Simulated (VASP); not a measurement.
# Pd3PtSe4 (P4_2/m) in VASP: further runs, part 2 of 2

VASP 6.6.1. The steps go on from the part before.

## Step 4: Single point, PBE

INCAR reads:

```
PREC     = Accurate       # precision mode
ENCUT    = 520            # plane-wave cutoff, eV
EDIFF    = 1E-6           # SCF threshold, eV
ISMEAR   = 0              # smearing method
SIGMA    = 0.2            # smearing width, eV
LREAL    = Auto         
LASPH    = T              # aspherical terms in the spheres
NELM     = 60             # most SCF steps
ALGO     = Normal         # electronic algorithm
ISIF     = 2              # what is computed and relaxed
LWAVE    = F              # write WAVECAR
LCHARG   = F              # write CHGCAR
GGA      = PE             # functional
NBANDS   = 78             # bands
```

KPOINTS reads:

```
Automatic mesh
0
Gamma
  4 4 4
```

POSCAR reads:

```
Pd3PtSe4
1.0
    6.8422211570      0.0000000000      0.0000000000
    0.0000000000      6.8422211570      0.0000000000
    0.0000000000      0.0000000000      7.0227521402
Pd Pt Se
6 2 8
Direct
    0.2587360937      0.5318982924      0.5000000000
    0.7412639063      0.4681017076      0.5000000000
    0.5318982924      0.7412639063      0.0000000000
    0.4681017076      0.2587360937      0.0000000000
    0.0000000000      0.0000000000      0.7500000000
    0.0000000000      0.0000000000      0.2500000000
    0.0000000000      0.5000000000      0.0000000000
    0.5000000000      0.0000000000      0.5000000000
    0.1923592349      0.3088699382      0.7723607947
    0.1923592349      0.3088699382      0.2276392053
    0.8076407651      0.6911300618      0.2276392053
    0.8076407651      0.6911300618      0.7723607947
    0.3088699382      0.8076407651      0.2723607947
    0.3088699382      0.8076407651      0.7276392053
    0.6911300618      0.1923592349      0.7276392053
    0.6911300618      0.1923592349      0.2723607947
```

Potentials or basis: VASP PAW PBE potentials, release 64 (Pd, Pt, Se).

On the command line:

```
$ cat potpaw_PBE.64/Pd/POTCAR potpaw_PBE.64/Pt/POTCAR potpaw_PBE.64/Se/POTCAR > POTCAR
$ mpirun -np 1 vasp_std > vasp.out
```

OUTCAR:

```text
PREC = Accurate
   ENCUT = 520
   EDIFF = 1E-6
   ISMEAR = 0
   LREAL = Auto
   LASPH = T
   NELM = 60
   ISIF = 2
   GGA = PE

 ion  position               nearest neighbor table
   1  0.259  0.532  0.500-   9 2.49  10 2.49  13 2.50  14 2.50   2 3.33
   2  0.741  0.468  0.500-  11 2.49  12 2.49  15 2.50  16 2.50   1 3.33
   3  0.532  0.741  0.000-  13 2.49  14 2.49  11 2.50  12 2.50   4 3.33
   4  0.468  0.259  0.000-  15 2.49  16 2.49   9 2.50  10 2.50   3 3.33
   5  0.000  0.000  0.750-   9 2.49  12 2.49  14 2.49  15 2.49
   6  0.000  0.000  0.250-  10 2.49  11 2.49  13 2.49  16 2.49
   7  0.000  0.500  0.000-   9 2.45  10 2.45  11 2.45  12 2.45
   8  0.500  0.000  0.500-  13 2.45  14 2.45  15 2.45  16 2.45
   9  0.192  0.309  0.772-   7 2.45   1 2.49   5 2.49   4 2.50
  10  0.192  0.309  0.228-   7 2.45   1 2.49   6 2.49   4 2.50
  11  0.808  0.691  0.228-   7 2.45   2 2.49   6 2.49   3 2.50
  12  0.808  0.691  0.772-   7 2.45   2 2.49   5 2.49   3 2.50
  13  0.309  0.808  0.272-   8 2.45   3 2.49   6 2.49   1 2.50
  14  0.309  0.808  0.728-   8 2.45   3 2.49   5 2.49   1 2.50
  15  0.691  0.192  0.728-   8 2.45   4 2.49   5 2.49   2 2.50
  16  0.691  0.192  0.272-   8 2.45   4 2.49   6 2.49   2 2.50

  LATTYP: Found a simple tetragonal cell.
 ALAT       =     6.8422211570
 C/A-ratio  =     1.0263848506

  Lattice vectors:

 A1 = (   6.8422211570,   0.0000000000,   0.0000000000)
 A2 = (   0.0000000000,   6.8422211570,   0.0000000000)
 A3 = (   0.0000000000,   0.0000000000,   7.0227521402)

Analysis of symmetry for initial positions (statically):
=====================================================================
 Subroutine PRICEL returns:
 Original cell was already a primitive cell.

 Routine SETGRP: Setting up the symmetry group for a
 simple tetragonal supercell.

 Subroutine GETGRP returns: Found  8 space group operations
 (whereof  4 operations were pure point group operations)
 out of a pool of 16 trial point group operations.

The static configuration has the point symmetry C_2h.
 The point group associated with its full space group is C_4h.
[... 160 lines left out ...]
   GGA     = PE    functional components
   LHFCALC =     F    Hartree Fock is set to
   AEXX    =    0.0000 exact exchange contribution
   IVDW    =     0    specifies the selected vdW correction
   LEPSILON=     F    determine dielectric tensor
   LRPA    =     F    only Hartree local field effects (RPA)
 non-spin polarized calculation
 Gauss-broadening in eV      SIGMA  =   0.20
  energy-cutoff  :      520.00
  volume of cell :      328.78
 maximum number of plane-waves:      8902
 NGX is ok and might be reduce to    54
   NGX = 25   NGY = 25   NGZ = 27

 number of electron     128.0000003 magnetization

 Free energy of the ion-electron system (eV)
  ---------------------------------------------------
  ext. energy  EPLUGINS =         0.00000000
  ---------------------------------------------------
  free energy    TOTEN  =       -76.72409845 eV

  energy without entropy =      -76.69203130  energy(sigma->0) =      -76.70806488

 E-fermi :   5.3423     XC(G=0): -10.6214

 val. band max:        5.2271886337   @ k =   0.0000   0.0000   0.5000
 cond. band min:       5.4421872497   @ k =   0.0000   0.0000   0.2500
 fundamental gap:      0.2149986160
 Fermi energy:         5.3422636398

 k-point     1 :       0.0000    0.0000    0.0000
  band No.  band energies     occupation
      1      -8.9773      2.00000
      2      -7.8933      2.00000
      3      -7.8933      2.00000
      4      -7.8820      2.00000
      5      -7.8735      2.00000
      6      -7.4635      2.00000
[... 1411 lines left out ...]
     75      10.7493      0.00000
     76      10.7493      0.00000
 [bands above 76 left out]

------------------------ aborting loop because EDIFF is reached ----------------------------------------

  FORCE on cell =-STRESS in cart. coord.  units (eV):
  Direction    XX          YY          ZZ          XY          YZ          ZX
  --------------------------------------------------------------------------------------
  -------------------------------------------------------------------------------------
  Total        0.0941423      0.0941423      0.1812437     -0.0000003      0.0000000      0.0000000
  in kB        0.4587686      0.4587686      0.8832262     -0.0000015      0.0000000      0.0000000
  external PRESSURE =       0.6002544 kB  Pullay stress =       0.0000000 kB

 VOLUME and BASIS-vectors are now :
 -----------------------------------------------------------------------------
  energy-cutoff  :      520.00
  volume of cell :      328.78
      direct lattice vectors                 reciprocal lattice vectors
     6.842221157  0.000000000  0.000000000     0.146151371  0.000000000  0.000000000
     0.000000000  6.842221157  0.000000000     0.000000000  0.146151371  0.000000000
     0.000000000  0.000000000  7.022752140     0.000000000  0.000000000  0.142394318

 POSITION                                       TOTAL-FORCE (eV/Angst)
 -----------------------------------------------------------------------------------
      1.77033      3.63937      3.51138         0.006230      0.003799     -0.000000
      5.07189      3.20286      3.51138        -0.006230     -0.003799      0.000000
      3.63937      5.07189      0.00000         0.003799     -0.006230     -0.000000
      3.20286      1.77033      0.00000        -0.003799      0.006230      0.000000
      0.00000      0.00000      5.26706         0.000000      0.000000      0.000000
      0.00000      0.00000      1.75569         0.000000      0.000000      0.000000
[... 8 lines left out ...]
      4.72886      1.31616      5.11003        -0.004191     -0.005493      0.002651
      4.72886      1.31616      1.91272        -0.004191     -0.005493     -0.002651
 -----------------------------------------------------------------------------------
    total drift:                                0.000000      0.000000      0.000000

  FREE ENERGIE OF THE ION-ELECTRON SYSTEM (eV)
  ---------------------------------------------------
  free  energy   TOTEN  =       -76.7240984472 eV

  energy  without entropy=      -76.6920313048  energy(sigma->0) =      -76.70806488
```

OSZICAR:

```text
N       E                     dE             d eps       ncg     rms          rms(c)
DAV:   1     0.810198204243E+03    0.81020E+03   -0.59677E+04  2808   0.150E+03
DAV:   2    -0.196816890573E+02   -0.82988E+03   -0.78778E+03  3108   0.304E+02
DAV:   3    -0.772418951119E+02   -0.57560E+02   -0.55072E+02  3250   0.738E+01
DAV:   4    -0.786754732555E+02   -0.14336E+01   -0.14236E+01  3170   0.121E+01
DAV:   5    -0.787093732291E+02   -0.33900E-01   -0.33872E-01  3282   0.178E+00    0.226E+01
DAV:   6    -0.770727493125E+02    0.16366E+01   -0.84269E+00  2984   0.146E+01    0.122E+01
DAV:   7    -0.768117958059E+02    0.26095E+00   -0.17030E+00  2988   0.769E+00    0.677E+00
DAV:   8    -0.767406842269E+02    0.71112E-01   -0.32939E-01  3122   0.358E+00    0.114E+00
DAV:   9    -0.767248736513E+02    0.15811E-01   -0.52823E-02  3044   0.167E+00    0.547E-01
DAV:  10    -0.767243674855E+02    0.50617E-03   -0.15446E-02  2980   0.587E-01    0.298E-01
DAV:  11    -0.767242835859E+02    0.83900E-04   -0.30497E-03  3032   0.347E-01    0.120E-01
DAV:  12    -0.767241276638E+02    0.15592E-03   -0.51015E-04  3016   0.206E-01    0.586E-02
DAV:  13    -0.767241009283E+02    0.26735E-04   -0.10346E-04  3156   0.477E-02    0.279E-02
DAV:  14    -0.767240976373E+02    0.32911E-05   -0.23162E-05  3008   0.220E-02    0.118E-02
DAV:  15    -0.767240984472E+02   -0.80988E-06   -0.65540E-06  2836   0.119E-02
   1 F= -.76724098E+02 E0= -.76708065E+02  d E =-.320671E-01
```

Wall time 16 min (1 thread of Intel Xeon Platinum 8488C (Sapphire Rapids), shared host); peak memory 0.58 GiB.

Results:

```
Free energy            : -76.7241 eV
Pressure               : 0.1 GPa
Largest force          : 0.007 eV/Å
Band gap on the k mesh : zero (bands 64 and 65 overlap by 0.23 eV)
```

Forces in eV/Å, atoms in the order of the input:
```
Pd   0.006  0.004  0.000
Pd  -0.006 -0.004  0.000
Pd   0.004 -0.006  0.000
Pd  -0.004  0.006  0.000
Pd   0.000  0.000  0.000
Pd   0.000  0.000  0.000
Pt   0.000  0.000  0.000
Pt   0.000  0.000  0.000
Se  -0.005  0.004 -0.003
Se  -0.005  0.004  0.003
Se   0.005 -0.004  0.003
Se   0.005 -0.004 -0.003
Se   0.004  0.005 -0.003
Se   0.004  0.005  0.003
Se  -0.004 -0.005  0.003
Se  -0.004 -0.005 -0.003
```

Caveat: spin-orbit coupling is left out, which moves the levels of the heavy elements.

## Step 5: Summary

| task | cell | k mesh | cutoff (eV) | smearing | gap on the mesh (eV) | pressure (GPa) | largest force (eV/Å) |
| --- | --- | --- | --- | --- | --- | --- | --- |
| single point | a = 6.828, b = 6.828, c = 7.064 Å, 16 atoms, atomic positions A | 2 × 2 × 2 | 520 | gaussian 0.15 eV | none | 0.1 | 0.02 |
| relaxation of cell and atoms | relaxed from a = 6.860, b = 6.860, c = 7.040 Å, 16 atoms, atomic positions B | 2 × 2 × 2 | 600 | gaussian 0.15 eV | none | 0.1 | 0.07 |
| single point | a = 6.842, b = 6.842, c = 7.023 Å, 16 atoms, atomic positions C | 4 × 4 × 4 | 520 | gaussian 0.2 eV | none | 0.1 | 0.01 |

Alike in all rows: level PBE; potentials or basis VASP PAW PBE potentials, release 64 (Pd, Pt, Se); no spin polarisation.

Caveats: some runs use coarse meshes; spin-orbit coupling is left out, which moves the levels of the heavy elements; the relaxation stopped at a loose force limit of 0.08 eV/Å, so its end isn't a converged minimum (at least some runs).

Absolute energies hang on the potentials; compare differences alone.

The gap in the log of VASP goes by the Fermi energy; the results here count the filled bands.